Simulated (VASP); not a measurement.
# Cu16CO in VASP: relaxation of the atoms with PBE

Aim: the relaxation of the atoms of Cu16CO with PBE.

Program: VASP 6.6.1. These are calculated values, not measurements. Logs are shortened: lines on timing, memory, paths and dates and some standing lists are left out, and cuts for length are marked.

### 1 The cell of the first run

The cell holds a slab with vacuum, 18 atoms: a = 5.112 Å, b = 5.112 Å, c = 24.261 Å, α = 90.00°, β = 90.00°, γ = 60.00°.

### 2 Relaxation of the atoms, PBE

INCAR reads:

```
ALGO     = Normal         # electronic algorithm
DIPOL    = 0.5 0.5 0.523
EDIFF    = 1E-7           # SCF threshold, eV
EDIFFG   = -0.01          # ionic threshold
ENCUT    = 520            # plane-wave cutoff, eV
GGA      = PE             # functional
IBRION   = 2              # ionic algorithm
IDIPOL   = 3            
ISIF     = 2              # what is computed and relaxed
ISMEAR   = 0              # smearing method
LASPH    = True           # aspherical terms in the spheres
LCHARG   = False          # write CHGCAR
LDIPOL   = True         
LREAL    = Auto         
LUSENCCL = False        
LWAVE    = False          # write WAVECAR
NELM     = 100            # most SCF steps
NSW      = 100            # ionic steps
PREC     = Accurate       # precision mode
SIGMA    = 0.1            # smearing width, eV
```

KPOINTS reads:

```
k-points
0
Gamma
  6 6 1
```

POSCAR reads:

```
Cu16CO
1.0
    5.1123820280      0.0000000000      0.0000000000
    2.5561910140      4.4274527101      0.0000000000
    0.0000000000      0.0000000000     24.2613636694
Cu C O
16 1 1
Selective dynamics
Direct
    0.0000000000      0.0000000000      0.3709601868  F F F
    0.5000000000      0.0000000000      0.3709601868  F F F
    0.0000000000      0.5000000000      0.3709601868  F F F
    0.5000000000      0.5000000000      0.3709601868  F F F
    0.1666666667      0.1666666667      0.4569867289  F F F
    0.6666666667      0.1666666667      0.4569867289  F F F
    0.1666666667      0.6666666667      0.4569867289  F F F
    0.6666666667      0.6666666667      0.4569867289  F F F
   -0.1666666667      0.3333333333      0.5430132711  T T T
    0.3333333333      0.3333333333      0.5430132711  T T T
   -0.1666666667      0.8333333333      0.5430132711  T T T
    0.3333333333      0.8333333333      0.5430132711  T T T
    0.0000000000      0.0000000000      0.6290398132  T T T
    0.5000000000      0.0000000000      0.6290398132  T T T
    0.0000000000      0.5000000000      0.6290398132  T T T
    0.5000000000      0.5000000000      0.6290398132  T T T
    0.3333333333      0.3333333333      0.6846838412  T T T
    0.3333333333      0.3333333333      0.7329086655  T T T
```

Potentials or basis: VASP PAW PBE potentials, release 64 (Cu, C, O).

Started as:

```bash
$ cat potpaw_PBE.64/Cu/POTCAR potpaw_PBE.64/C/POTCAR potpaw_PBE.64/O/POTCAR > POTCAR
$ mpirun -np 1 vasp_std > vasp.out
```

OUTCAR:

```text
EDIFF = 1E-7
   EDIFFG = -0.01
   ENCUT = 520
   GGA = PE
   IBRION = 2
   ISIF = 2
   ISMEAR = 0
   LASPH = True
   LREAL = Auto
   NELM = 100
   NSW = 100
   PREC = Accurate

 ion  position               nearest neighbor table
   1  0.000  0.000  0.371-   6 2.56   7 2.56   2 2.56   2 2.56   3 2.56   4 2.56   3 2.56   4 2.56
                             5 2.56
   2  0.500  0.000  0.371-   5 2.56   8 2.56   1 2.56   1 2.56   3 2.56   4 2.56   4 2.56   3 2.56
                             6 2.56
   3  0.000  0.500  0.371-   8 2.56   5 2.56   4 2.56   4 2.56   1 2.56   2 2.56   2 2.56   1 2.56
                             7 2.56
   4  0.500  0.500  0.371-   7 2.56   6 2.56   3 2.56   3 2.56   1 2.56   2 2.56   1 2.56   2 2.56
                             8 2.56
   5  0.167  0.167  0.457-   2 2.56   3 2.56   6 2.56   6 2.56   7 2.56   8 2.56   7 2.56   8 2.56
                             1 2.56  10 2.56   9 2.56  12 2.56
   6  0.667  0.167  0.457-   1 2.56   4 2.56   5 2.56   5 2.56   7 2.56   8 2.56   8 2.56   7 2.56
                             2 2.56   9 2.56  10 2.56  11 2.56
   7  0.167  0.667  0.457-   4 2.56   1 2.56   8 2.56   8 2.56   5 2.56   6 2.56   6 2.56   5 2.56
                             3 2.56  12 2.56  11 2.56  10 2.56
   8  0.667  0.667  0.457-   3 2.56   2 2.56   7 2.56   7 2.56   5 2.56   6 2.56   5 2.56   6 2.56
                             4 2.56  11 2.56  12 2.56   9 2.56
   9  0.833  0.333  0.543-  16 2.56  13 2.56  10 2.56  10 2.56  11 2.56  12 2.56  11 2.56  12 2.56
                            15 2.56   6 2.56   5 2.56   8 2.56
  10  0.333  0.333  0.543-  15 2.56  14 2.56   9 2.56   9 2.56  11 2.56  12 2.56  12 2.56  11 2.56
                            16 2.56   5 2.56   6 2.56   7 2.56
  11  0.833  0.833  0.543-  14 2.56  15 2.56  12 2.56  12 2.56   9 2.56  10 2.56  10 2.56   9 2.56
                            13 2.56   8 2.56   7 2.56   6 2.56
  12  0.333  0.833  0.543-  13 2.56  16 2.56  11 2.56  11 2.56   9 2.56  10 2.56   9 2.56  10 2.56
                            14 2.56   7 2.56   8 2.56   5 2.56
  13  0.000  0.000  0.629-  12 2.56   9 2.56  14 2.56  14 2.56  15 2.56  16 2.56  15 2.56  16 2.56
                            11 2.56
  14  0.500  0.000  0.629-  17 2.00  11 2.56  10 2.56  13 2.56  13 2.56  15 2.56  16 2.56  16 2.56
                            15 2.56  12 2.56
  15  0.000  0.500  0.629-  17 2.00  10 2.56  11 2.56  16 2.56  16 2.56  13 2.56  14 2.56  14 2.56
                            13 2.56   9 2.56
  16  0.500  0.500  0.629-  17 2.00   9 2.56  12 2.56  15 2.56  15 2.56  13 2.56  14 2.56  13 2.56
                            14 2.56  10 2.56
  17  0.333  0.333  0.685-  18 1.17  15 2.00  14 2.00  16 2.00
  18  0.333  0.333  0.733-  17 1.17

  LATTYP: Found a hexagonal cell.
 ALAT       =     5.1123820280
 C/A-ratio  =     4.7456085121

  Lattice vectors:

 A1 = (  -2.5561910140,  -4.4274527101,   0.0000000000)
 A2 = (   5.1123820280,   0.0000000000,   0.0000000000)
 A3 = (   0.0000000000,   0.0000000000,  24.2613636694)

Analysis of symmetry for initial positions (statically):
=====================================================================
 Subroutine PRICEL returns:
 Original cell was already a primitive cell.

 Routine SETGRP: Setting up the symmetry group for a
 hexagonal supercell.

 Subroutine GETGRP returns: Found  6 space group operations
 (whereof  6 operations were pure point group operations)
 out of a pool of 24 trial point group operations.

The static configuration has the point symmetry C_3v.

Analysis of symmetry for dynamics (positions and initial velocities):
=====================================================================
 Subroutine PRICEL returns:
 Original cell was already a primitive cell.

 Routine SETGRP: Setting up the symmetry group for a
 hexagonal supercell.

 Subroutine GETGRP returns: Found  6 space group operations
 (whereof  6 operations were pure point group operations)
 out of a pool of 24 trial point group operations.

The dynamic configuration has the point symmetry C_3v.

Analysis of constrained symmetry for selective dynamics:
=====================================================================
 Subroutine PRICEL returns:
 Original cell was already a primitive cell.

 Routine SETGRP: Setting up the symmetry group for a
 hexagonal supercell.

 Subroutine GETGRP returns: Found  6 space group operations
 (whereof  6 operations were pure point group operations)
 out of a pool of 24 trial point group operations.

The constrained configuration has the point symmetry C_3v.

 Subroutine INISYM returns: Found  6 space group operations
 (whereof  6 operations are pure point group operations),
[... 71 lines left out ...]

  Length of vectors
     0.037643918  0.037643918  0.041217799

  Shift w.r.t. Gamma in fractional coordinates (k-lattice)
     0.000000000  0.000000000  0.000000000

 Subroutine IBZKPT returns following result:
 ===========================================

 Found      7 irreducible k-points:

 Following reciprocal coordinates:
            Coordinates               Weight
  0.000000  0.000000  0.000000      1.000000
  0.166667  0.000000  0.000000      6.000000
  0.333333  0.000000  0.000000      6.000000
  0.500000  0.000000  0.000000      3.000000
  0.333333  0.166667  0.000000      6.000000
  0.500000  0.166667  0.000000     12.000000
 -0.333333  0.333333  0.000000      2.000000
   k-points           NKPTS =      7   k-points in BZ     NKDIM =      7   number of bands    NBANDS=    111
   number of dos      NEDOS =    301   number of ions     NIONS =     18
   total plane-waves  NPLWV = 288000
   dimension x,y,z NGX =    40 NGY =   40 NGZ =  180
   dimension x,y,z NGXF=    80 NGYF=   80 NGZF=  360
   ions per type =              16   1   1
   NGX,Y,Z   is equivalent  to a cutoff of  13.01, 13.01, 12.33 a.u.
   NGXF,Y,Z  is equivalent  to a cutoff of  26.01, 26.01, 24.67 a.u.
 SYSTEM =  unknown system
   PREC   = accura    normal or accurate (medium, high low for compatibility)
   ISTART =      0    job   : 0-new  1-cont  2-samecut
   ICHARG =      2    charge: 1-file 2-atom 10-const
   ISPIN  =      1    spin polarized calculation?
   LNONCOLLINEAR =      F non collinear calculations
   LSORBIT =      F    spin-orbit coupling
   LASPH  =      T    aspherical Exc in radial PAW
   ENCUT  =  520.0 eV  38.22 Ry    6.18 a.u.   9.51  9.51 45.11*2*pi/ulx,y,z
   NELM   =    100;   NELMIN=  2; NELMDL= -5     # of ELM steps
   EDIFF  = 0.1E-06   stopping-criterion for ELM
   LREAL  =      T    real-space projection
   EDIFFG = -.1E-01   stopping-criterion for IOM
   NSW    =    100    number of steps for IOM
   IBRION =      2    ionic relax: 0-MD 1-quasi-New 2-CG
   NFREE  =      1    steps in history (QN), initial steepest desc. (CG)
   ISIF   =      2    stress and relaxation
   ISYM   =      2    0-nonsym 1-usesym 2-fastsym
   POTIM  = 0.5000    time-step for ionic-motion
   TEBEG  =    0.0;   TEEND  =   0.0 temperature during run
   PSTRESS=    0.0 pullay stress
   NELECT =     186.0000    total number of electrons
   NUPDOWN=      -1.0000    fix difference up-down
   EMIN   =  10.00;   EMAX   =-10.00  energy-range for DOS
   EFERMI =   0.00;   METHOD = LEGACY
   ISMEAR =     0;   SIGMA  =   0.10  broadening in eV -4-tet -1-fermi 0-gaus
   EFERMI_NEDOS =   21; number of points for ismear=-14 and -15
   IALGO  =     38    algorithm
   IMIX   =      4    mixing-type and parameters
     AMIX     =   0.40;   BMIX     =  1.00
     AMIX_MAG =   1.60;   BMIX_MAG =  1.00
  volume/ion in A,a.u.               =      30.51       205.88
  Fermi-wavevector in a.u.,A,eV,Ry     =   1.141165  2.156489 17.718281  1.302257
  Thomas-Fermi vector in A             =   2.277865
   LORBIT       =      0    0 simple, 1 ext, 2 COOP (PROOUT), +10 PAW based schemes
   GGA     = PE    functional components
   LHFCALC =     F    Hartree Fock is set to
   AEXX    =    0.0000 exact exchange contribution
   IVDW    =     0    specifies the selected vdW correction
   LEPSILON=     F    determine dielectric tensor
   LRPA    =     F    only Hartree local field effects (RPA)
 conjugate gradient relaxation of ions
 non-spin polarized calculation
 Gauss-broadening in eV      SIGMA  =   0.10
  energy-cutoff  :      520.00
  volume of cell :      549.15
 maximum number of plane-waves:     14839
 NGX is ok and might be reduce to    40
   NGX = 19   NGY = 19   NGZ = 91

 dipolmoment           0.000000      0.000000     -0.399804 electrons x Angstroem

--------------------------------------- Ionic step        1  -------------------------------------------

 number of electron     186.0000022 magnetization

 Free energy of the ion-electron system (eV)
  ---------------------------------------------------
  ext. energy  EPLUGINS =         0.00000000
  ---------------------------------------------------
  free energy    TOTEN  =       -71.49288227 eV

  energy without entropy =      -71.47366798  energy(sigma->0) =      -71.48327512

------------------------ aborting loop because EDIFF is reached ----------------------------------------

  FORCE on cell =-STRESS in cart. coord.  units (eV):
  Direction    XX          YY          ZZ          XY          YZ          ZX
  --------------------------------------------------------------------------------------
  -------------------------------------------------------------------------------------
  Total       -0.6323801     -0.6323801      3.2664548      0.0000000      0.0000000      0.0000000
  in kB       -1.8449997     -1.8449997      9.5300415      0.0000000      0.0000000      0.0000000
  external PRESSURE =       1.9466807 kB  Pullay stress =       0.0000000 kB
[... 137 lines left out ...]
  FREE ENERGIE OF THE ION-ELECTRON SYSTEM (eV)
  ---------------------------------------------------
  free  energy   TOTEN  =       -71.5039009385 eV

  energy  without entropy=      -71.4841674372  energy(sigma->0) =      -71.49403419

[... ionic steps 4 to 61 ...]

--------------------------------------- Ionic step       62  -------------------------------------------

 number of electron     186.0000027 magnetization

------------------------ aborting loop because EDIFF is reached ----------------------------------------
[... 99 lines left out ...]
--------------------------------------- Ionic step       64  -------------------------------------------

 number of electron     186.0000027 magnetization

 dipolmoment           0.000000      0.000000      0.079943 electrons x Angstroem

 Free energy of the ion-electron system (eV)
  ---------------------------------------------------
  ext. energy  EPLUGINS =         0.00000000
  ---------------------------------------------------
  free energy    TOTEN  =       -71.55817605 eV

  energy without entropy =      -71.54033405  energy(sigma->0) =      -71.54925505

 E-fermi :  -0.3421     XC(G=0):  -5.4745

 val. band max:       -0.4376708897   @ k =   0.5000   0.0000   0.0000
 cond. band min:      -0.2602496873   @ k =   0.5000   0.1667   0.0000
 fundamental gap:      0.1774212024
 Fermi energy:        -0.3420955587

 k-point     1 :       0.0000    0.0000    0.0000
  band No.  band energies     occupation
      1     -23.8720      2.00000
      2     -10.8263      2.00000
      3      -9.1757      2.00000
      4      -8.1357      2.00000
      5      -7.3356      2.00000
      6      -7.1319      2.00000
[... 745 lines left out ...]
    104       3.6640      0.00000
    105       3.8779      0.00000
 [bands above 105 left out]

------------------------ aborting loop because EDIFF is reached ----------------------------------------

 vacuum level on the upper side and lower side of the slab       (xc-potential included)         0.290        -0.355

  FORCE on cell =-STRESS in cart. coord.  units (eV):
  Direction    XX          YY          ZZ          XY          YZ          ZX
  --------------------------------------------------------------------------------------
  -------------------------------------------------------------------------------------
  Total       -1.2248298     -1.2248298      0.0801569     -0.0000000      0.0000000     -0.0000000
  in kB       -3.5735009     -3.5735009      0.2338616     -0.0000000      0.0000000     -0.0000000
  external PRESSURE =      -2.3043801 kB  Pullay stress =       0.0000000 kB
[... 33 lines left out ...]
  FREE ENERGIE OF THE ION-ELECTRON SYSTEM (eV)
  ---------------------------------------------------
  free  energy   TOTEN  =       -71.5581760527 eV

  energy  without entropy=      -71.5403340479  energy(sigma->0) =      -71.54925505

 reached required accuracy - stopping structural energy minimisation

 vacuum level on the upper side and lower side of the slab         5.060         4.415
```

Run time: 61 min. Hardware: 1 × NVIDIA H100 80GB with 1 thread of AMD EPYC 7R13 (Zen 3), shared host; peak memory 1.7 GiB.

Results:

* Free energy: -71.5582 eV
* Energy gained by relaxing: 3.6 meV/atom
* Ionic steps: 64
* Band gap on the k mesh: zero (bands 93 and 94 overlap by 0.24 eV)

The path:
```tsv
step	energy change (eV)	largest force on free atoms (eV/Å)	pressure (GPa)
1	0.0000	1.3657	0.19
3	-0.0110	0.8016	0.03
5	-0.0442	0.2112	-0.04
7	-0.0494	0.8216	0.04
9	-0.0546	0.5753	0.01
11	-0.0585	0.1195	-0.04
13	-0.0593	0.1435	-0.06
15	-0.0601	0.4461	-0.13
17	-0.0605	0.3391	-0.10
19	-0.0613	0.0862	-0.09
21	-0.0614	0.0719	-0.09
23	-0.0619	0.0666	-0.09
25	-0.0633	0.0468	-0.12
27	-0.0643	0.1447	-0.16
29	-0.0644	0.1935	-0.15
31	-0.0647	0.1367	-0.19
33	-0.0648	0.0570	-0.21
35	-0.0649	0.0326	-0.21
37	-0.0650	0.0308	-0.21
39	-0.0650	0.0270	-0.21
41	-0.0651	0.0255	-0.20
43	-0.0651	0.0387	-0.21
45	-0.0652	0.0309	-0.21
47	-0.0652	0.0199	-0.22
49	-0.0652	0.0132	-0.22
51	-0.0652	0.0305	-0.22
53	-0.0653	0.0677	-0.22
55	-0.0653	0.0448	-0.22
57	-0.0653	0.0229	-0.22
59	-0.0653	0.0229	-0.23
61	-0.0653	0.0108	-0.22
63	-0.0653	0.0148	-0.23
64	-0.0653	0.0082	-0.23
```

Final structure:
```
CELL_PARAMETERS angstrom
5.11238 0.00000 0.00000
2.55619 4.42745 0.00000
0.00000 0.00000 24.26136
ATOMIC_POSITIONS crystal
Cu 0.00000 0.00000 0.37096
Cu 0.50000 0.00000 0.37096
Cu 0.00000 0.50000 0.37096
Cu 0.50000 0.50000 0.37096
Cu 0.16667 0.16667 0.45699
Cu 0.66667 0.16667 0.45699
Cu 0.16667 0.66667 0.45699
Cu 0.66667 0.66667 0.45699
Cu 0.83248 0.33505 0.54336
Cu 0.33333 0.33333 0.54113
Cu 0.83248 0.83248 0.54336
Cu 0.33505 0.83248 0.54336
Cu 0.00000 0.00000 0.62660
Cu 0.50058 0.99883 0.63039
Cu 0.99883 0.50058 0.63039
Cu 0.50058 0.50058 0.63039
C 0.33333 0.33333 0.68888
O 0.33333 0.33333 0.73752
```

With open d or f shells a metallic result of PBE can be an artefact of self-interaction; +U or a hybrid may open a gap.

The gap in the log of VASP goes by the Fermi energy; the results here count the filled bands.